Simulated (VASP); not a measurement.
# TiC (WC type) (Pm) in VASP: electric field gradients with PBE

Aim: the electric field gradients of TiC (WC type) with PBE.

All numbers are computed with VASP 6.6.1; they aren't measurements. Logs are shortened: lines on timing, memory, paths and dates and some standing lists are left out, and cuts for length are marked.

## (1) The cell of the first run

The structure is monoclinic, space group Pm (No. 6). The conventional cell has a = 3.045 Å, b = 2.694 Å, c = 3.045 Å, α = 90.00°, β = 120.00°, γ = 90.00°. Ti (site symmetry m) has 6 C at 2.18 to 2.25 Å and 2 Ti at 2.69 Å within 2.9 Å. Within 2.9 Å of C (site symmetry m) lie 6 Ti at 2.18 to 2.25 Å and 2 C at 2.69 Å.

## (2) Electric field gradients, PBE (atom 2 (C) moved by [0.05, 0.0, 0.0] A)

Input file INCAR:

```
ALGO = Normal
EDIFF = 1E-8
ENCUT = 520
GGA = PE
ISIF = 2
ISMEAR = -1
LASPH = T
LCHARG = F
LEFG = T
LREAL = F
LWAVE = F
NBANDS = 15
NELM = 60
PREC = Accurate
SIGMA = 0.08
```

Input file KPOINTS:

```
k-points
0
Gamma
  16 16 14
```

Input file POSCAR:

```
TiC
1.0
    3.0452841791      0.0000000000      0.0000000000
   -1.5226420896      2.6372934609      0.0000000000
    0.0000000000      0.0000000000      2.6939039114
Ti C
1 1
Direct
    0.0000000000      0.0000000000      0.0000000000
    0.3497521623      0.6666666667      0.5000000000
```

Potentials or basis: VASP PAW PBE potentials, release 64 (Ti_sv, C).

Launch:

```console
$ cat potpaw_PBE.64/Ti_sv/POTCAR potpaw_PBE.64/C/POTCAR > POTCAR
$ mpirun -np 1 vasp_std > vasp.out
```

OUTCAR:

```text
EDIFF = 1E-8
   ENCUT = 520
   GGA = PE
   ISIF = 2
   ISMEAR = -1
   LASPH = T
   LREAL = F
   NELM = 60
   PREC = Accurate

 ion  position               nearest neighbor table
   1  0.000  0.000  0.000-   2 2.18   2 2.18   2 2.22   2 2.22   2 2.25   2 2.25
   2  0.350  0.667  0.500-   1 2.18   1 2.18   1 2.22   1 2.22   1 2.25   1 2.25

  LATTYP: Found a hexagonal cell.
 ALAT       =     3.0452841791
 C/A-ratio  =     0.8846149499

  Lattice vectors:

 A1 = (   3.0452841791,   0.0000000000,   0.0000000000)
 A2 = (  -1.5226420896,   2.6372934609,   0.0000000000)
 A3 = (   0.0000000000,   0.0000000000,   2.6939039114)

Analysis of symmetry for initial positions (statically):
=====================================================================
 Subroutine PRICEL returns:
 Original cell was already a primitive cell.

 Routine SETGRP: Setting up the symmetry group for a
 hexagonal supercell.

 Subroutine GETGRP returns: Found  2 space group operations
 (whereof  2 operations were pure point group operations)
 out of a pool of 24 trial point group operations.

The static configuration has the point symmetry C_1h.

Analysis of symmetry for dynamics (positions and initial velocities):
=====================================================================
 Subroutine PRICEL returns:
 Original cell was already a primitive cell.

 Routine SETGRP: Setting up the symmetry group for a
 hexagonal supercell.

 Subroutine GETGRP returns: Found  2 space group operations
 (whereof  2 operations were pure point group operations)
 out of a pool of 24 trial point group operations.

The dynamic configuration has the point symmetry C_1h.

 Subroutine INISYM returns: Found  2 space group operations
 (whereof  2 operations are pure point group operations),
 and found     1 'primitive' translations

----------------------------------------------------------------------------------------

                                     Primitive cell

  volume of cell :      21.6356

  direct lattice vectors                    reciprocal lattice vectors
     3.045284179  0.000000000  0.000000000     0.328376579  0.189588306  0.000000000
    -1.522642090  2.637293461  0.000000000     0.000000000  0.379176612  0.000000000
     0.000000000  0.000000000  2.693903911     0.000000000  0.000000000  0.371208489

  length of vectors
     3.045284179  3.045284179  2.693903911     0.379176612  0.379176612  0.371208489

  position of ions in fractional coordinates (direct lattice)
     0.000000000  0.000000000  0.000000000
     0.349752162  0.666666667  0.500000000

  ion indices of the primitive-cell ions
   primitive index   ion index
                 1           1
                 2           2

----------------------------------------------------------------------------------------

 KPOINTS: k-points

Automatic generation of k-mesh.
 Grid dimensions read from file:
 generate k-points for:   16   16   14

 Generating k-lattice:

  Cartesian coordinates                     Fractional coordinates (reciprocal lattice)
     0.020523536  0.011849269  0.000000000     0.062500000  0.000000000  0.000000000
     0.000000000  0.023698538  0.000000000     0.000000000  0.062500000  0.000000000
     0.000000000  0.000000000  0.026514892     0.000000000  0.000000000  0.071428571

  Length of vectors
     0.023698538  0.023698538  0.026514892

  Shift w.r.t. Gamma in fractional coordinates (k-lattice)
     0.000000000  0.000000000  0.000000000

 Subroutine IBZKPT returns following result:
 ===========================================

 Found   1040 irreducible k-points:

 Following reciprocal coordinates:
            Coordinates               Weight
  0.000000  0.000000  0.000000      1.000000
  0.062500  0.000000  0.000000      2.000000
  0.000000  0.062500  0.000000      2.000000
 -0.062500  0.062500  0.000000      2.000000
  0.125000  0.000000  0.000000      2.000000
  0.000000  0.125000  0.000000      2.000000
[... 16 lines left out ...]
  0.500000  0.000000  0.000000      1.000000
  0.000000  0.500000  0.000000      1.000000
 [... further k-points ...]
   k-points           NKPTS =   1040   k-points in BZ     NKDIM =   1040   number of bands    NBANDS=     15
   number of dos      NEDOS =    301   number of ions     NIONS =      2
   total plane-waves  NPLWV =  11520
   dimension x,y,z NGX =    24 NGY =   24 NGZ =   20
   dimension x,y,z NGXF=    48 NGYF=   48 NGZF=   40
   ions per type =               1   1
   NGX,Y,Z   is equivalent  to a cutoff of  13.10, 13.10, 12.34 a.u.
   NGXF,Y,Z  is equivalent  to a cutoff of  26.20, 26.20, 24.68 a.u.
 SYSTEM =  unknown system
   PREC   = accura    normal or accurate (medium, high low for compatibility)
   ISTART =      0    job   : 0-new  1-cont  2-samecut
   ICHARG =      2    charge: 1-file 2-atom 10-const
   ISPIN  =      1    spin polarized calculation?
   LNONCOLLINEAR =      F non collinear calculations
   LSORBIT =      F    spin-orbit coupling
   LASPH  =      T    aspherical Exc in radial PAW
   ENCUT  =  520.0 eV  38.22 Ry    6.18 a.u.   5.66  5.66  5.01*2*pi/ulx,y,z
   NELM   =     60;   NELMIN=  2; NELMDL= -5     # of ELM steps
   EDIFF  = 0.1E-07   stopping-criterion for ELM
   LREAL  =      F    real-space projection
   EDIFFG = 0.1E-06   stopping-criterion for IOM
   NSW    =      0    number of steps for IOM
   IBRION =     -1    ionic relax: 0-MD 1-quasi-New 2-CG
   NFREE  =      0    steps in history (QN), initial steepest desc. (CG)
   ISIF   =      2    stress and relaxation
   ISYM   =      2    0-nonsym 1-usesym 2-fastsym
   POTIM  = 0.5000    time-step for ionic-motion
   TEBEG  =    0.0;   TEEND  =   0.0 temperature during run
   PSTRESS=    0.0 pullay stress
   NELECT =      16.0000    total number of electrons
   NUPDOWN=      -1.0000    fix difference up-down
   EMIN   =  10.00;   EMAX   =-10.00  energy-range for DOS
   EFERMI =   0.00;   METHOD = LEGACY
   ISMEAR =    -1;   SIGMA  =   0.08  broadening in eV -4-tet -1-fermi 0-gaus
   EFERMI_NEDOS =   21; number of points for ismear=-14 and -15
   IALGO  =     38    algorithm
   IMIX   =      4    mixing-type and parameters
     AMIX     =   0.40;   BMIX     =  1.00
     AMIX_MAG =   1.60;   BMIX_MAG =  1.00
  volume/ion in A,a.u.               =      10.82        73.00
  Fermi-wavevector in a.u.,A,eV,Ry     =   1.480444  2.797634 29.820092  2.191715
  Thomas-Fermi vector in A             =   2.594478
   LORBIT       =      0    0 simple, 1 ext, 2 COOP (PROOUT), +10 PAW based schemes
   GGA     = PE    functional components
   LHFCALC =     F    Hartree Fock is set to
   AEXX    =    0.0000 exact exchange contribution
   IVDW    =     0    specifies the selected vdW correction
   LEPSILON=     F    determine dielectric tensor
   LRPA    =     F    only Hartree local field effects (RPA)
 non-spin polarized calculation
  energy-cutoff  :      520.00
  volume of cell :       21.64
 maximum number of plane-waves:       594
   NGX = 11   NGY = 11   NGZ = 11

 number of electron      16.0000001 magnetization

 Free energy of the ion-electron system (eV)
  ---------------------------------------------------
  ext. energy  EPLUGINS =         0.00000000
  ---------------------------------------------------
  free energy    TOTEN  =       -17.35159585 eV

  energy without entropy =      -17.34234995  energy(sigma->0) =      -17.34697290

 E-fermi :   8.6091     XC(G=0): -12.2905

 val. band max:        8.6062216820   @ k =  -0.0625   0.3750   0.0000
 cond. band min:       8.6141062998   @ k =  -0.3750   0.2500   0.0000
 fundamental gap:      0.0078846178
 Fermi energy:         8.6091052515

 k-point     1 :       0.0000    0.0000    0.0000
  band No.  band energies     occupation
      1     -47.9354      2.00000
      2     -24.1080      2.00000
      3     -24.0797      2.00000
      4     -23.6289      2.00000
      5      -3.3885      2.00000
      6       6.9536      2.00000
      7       7.0591      2.00000
      8       7.6667      1.99998
      9      10.9103      0.00000
     10      11.9434      0.00000
     11      11.9851      0.00000
     12      14.0961      0.00000
     13      14.4282      0.00000
     14      16.1478      0.00000
     15      24.1771      0.00000

 k-point     2 :       0.0625    0.0000    0.0000
  band No.  band energies     occupation
      1     -47.9334      2.00000
      2     -24.1132      2.00000
      3     -24.0937      2.00000
      4     -23.6271      2.00000
      5      -3.3163      2.00000
      6       6.8626      2.00000
      7       7.0246      2.00000
      8       7.7340      1.99996
      9      10.5808      0.00000
     10      11.9548      0.00000
     11      12.3250      0.00000
     12      13.9593      0.00000
     13      14.3342      0.00000
     14      16.3669      0.00000
     15      23.8696      0.00000

 k-point     3 :       0.0000    0.0625    0.0000
  band No.  band energies     occupation
      1     -47.9334      2.00000
      2     -24.1181      2.00000
      3     -24.0886      2.00000
      4     -23.6271      2.00000
      5      -3.3172      2.00000
      6       6.8212      2.00000
      7       7.0694      2.00000
      8       7.7294      1.99997
      9      10.6010      0.00000
     10      11.9370      0.00000
     11      12.3196      0.00000
     12      13.9899      0.00000
     13      14.3083      0.00000
     14      16.3711      0.00000
     15      23.7680      0.00000
[... 343 lines left out ...]
 k-point    23 :       0.5000    0.0000    0.0000
  band No.  band energies     occupation
      1     -47.8826      2.00000
      2     -24.4840      2.00000
      3     -24.1963      2.00000
      4     -23.5812      2.00000
      5      -0.9545      2.00000
      6       3.7239      2.00000
      7       7.8159      1.99990
      8       8.2275      1.98318
      9       8.8808      0.06486
     10      11.6674      0.00000
     11      12.0170      0.00000
     12      12.2835      0.00000
     13      15.4246      0.00000
     14      19.4634      0.00000
     15      23.0848      0.00000

 k-point    24 :       0.0000    0.5000    0.0000
  band No.  band energies     occupation
      1     -47.8827      2.00000
      2     -24.4910      2.00000
      3     -24.1855      2.00000
      4     -23.5820      2.00000
      5      -0.9984      2.00000
      6       3.7431      2.00000
      7       7.7723      1.99994
      8       8.3261      1.94346
      9       8.9039      0.04897
     10      11.6512      0.00000
     11      12.0769      0.00000
     12      12.3306      0.00000
     13      15.2447      0.00000
     14      19.4597      0.00000
     15      23.0755      0.00000

 [... further k-points ...]

------------------------ aborting loop because EDIFF is reached ----------------------------------------

  FORCE on cell =-STRESS in cart. coord.  units (eV):
  Direction    XX          YY          ZZ          XY          YZ          ZX
  --------------------------------------------------------------------------------------
  -------------------------------------------------------------------------------------
  Total        0.0157207      0.0091761      0.1376555      0.1882295      0.0000000      0.0000000
  in kB        1.1641620      0.6795181     10.1937939     13.9389457      0.0000000      0.0000000
  external PRESSURE =       4.0124913 kB  Pullay stress =       0.0000000 kB

 VOLUME and BASIS-vectors are now :
 -----------------------------------------------------------------------------
  energy-cutoff  :      520.00
  volume of cell :       21.64
      direct lattice vectors                 reciprocal lattice vectors
     3.045284179  0.000000000  0.000000000     0.328376579  0.189588306  0.000000000
    -1.522642090  2.637293461  0.000000000     0.000000000  0.379176612  0.000000000
     0.000000000  0.000000000  2.693903911     0.000000000  0.000000000  0.371208489

 POSITION                                       TOTAL-FORCE (eV/Angst)
 -----------------------------------------------------------------------------------
      0.00000      0.00000      0.00000         0.302902      0.044265      0.000000
      0.05000      1.75820      1.34695        -0.302902     -0.044265      0.000000
 -----------------------------------------------------------------------------------
    total drift:                                0.000001     -0.000000      0.000000

  FREE ENERGIE OF THE ION-ELECTRON SYSTEM (eV)
  ---------------------------------------------------
  free  energy   TOTEN  =       -17.3515958495 eV

  energy  without entropy=      -17.3423499466  energy(sigma->0) =      -17.34697290

 Electric field gradients (V/A^2)
---------------------------------------------------------------------
 ion       V_xx      V_yy      V_zz      V_xy      V_xz      V_yz
---------------------------------------------------------------------
   1      40.485    39.471   -79.956   -11.954     0.000    -0.000
   2      -5.952    -6.360    12.312    -2.534    -0.000     0.000
---------------------------------------------------------------------

 Electric field gradients after diagonalization (V/A^2)
 (convention: |V_zz| > |V_xx| > |V_yy|)
----------------------------------------------------------------------
 ion       V_xx      V_yy      V_zz     asymmetry (V_yy - V_xx)/ V_zz
----------------------------------------------------------------------
   1      51.943    28.013   -79.956       0.299
   2      -8.698    -3.614    12.312       0.413
----------------------------------------------------------------------

           NMR quadrupolar parameters

 Cq : quadrupolar parameter    Cq=e*Q*V_zz/h
 eta: asymmetry parameters     (V_yy - V_xx)/ V_zz
 Q  : nuclear electric quadrupole moment in mb (millibarn)
----------------------------------------------------------------------
 ion       Cq(MHz)       eta       Q (mb)
----------------------------------------------------------------------
   1      -0.193       0.299       1.000
   2       0.030       0.413       1.000
----------------------------------------------------------------------
```

Wall time 10 min (1 thread of Oxide Virtual Turin-like, shared host); peak memory 0.39 GiB.

What came out:

```
Free energy                             : -17.3516 eV
Pressure                                : 0.4 GPa
Largest force                           : 0.306 eV/Å
Band gap on the k mesh                  : zero (bands 8 and 9 overlap by 0.20 eV)
Largest electric field gradient by atom : Ti -80.0; C +12.3 V/Å²
```

Forces in eV/Å, atoms in the order of the input:
```
Ti   0.303  0.044  0.000
C   -0.303 -0.044  0.000
```

Stress tensor (GPa, compression positive):
```
0.12 1.39 0.00
1.39 0.07 0.00
0.00 0.00 1.02
```

Levels at points of the mesh, in eV from the Fermi level:
```
           k point  band 4  band 5  band 6  band 7  band 8  band 9  band 10  band 11  band 12  band 13
(0.00, 0.00, 0.00)  -32.24  -12.00   -1.66   -1.55   -0.94    2.30     3.33     3.38     5.49     5.82
(0.50, 0.00, 0.00)  -32.19   -9.56   -4.89   -0.79   -0.38    0.27     3.06     3.41     3.67     6.82
(0.00, 0.50, 0.00)  -32.19   -9.61   -4.87   -0.84   -0.28    0.29     3.04     3.47     3.72     6.64
(0.50, 0.50, 0.00)  -32.19   -9.66   -4.85   -0.76   -0.17    0.19     3.03     3.52     3.76     6.43
(0.00, 0.00, 0.50)  -32.61   -8.85   -5.59   -0.76   -0.27    1.13     1.15     4.36     4.73     5.09
(0.50, 0.00, 0.50)  -32.72   -8.87   -3.94   -2.47   -2.14    1.39     3.28     4.36     5.61     7.19
(0.00, 0.50, 0.50)  -32.70   -8.79   -4.00   -2.57   -2.20    1.49     3.28     4.35     5.52     7.32
(0.50, 0.50, 0.50)  -32.69   -8.70   -4.07   -2.66   -2.31    1.61     3.27     4.34     5.49     7.46
```

Electric field gradients, principal values (V/Å²):
```tsv
atom	least	middle	greatest (by size)
1 Ti	28.013	51.943	-79.956
2 C	-3.614	-8.698	12.312
```

Caveat: the cell differs from its parent crystal (atom 2 (C) moved by [0.05, 0.0, 0.0] A); without QUAD_EFG the Cq values of the log hold for a quadrupole moment of 1 mb, not for the nuclei.
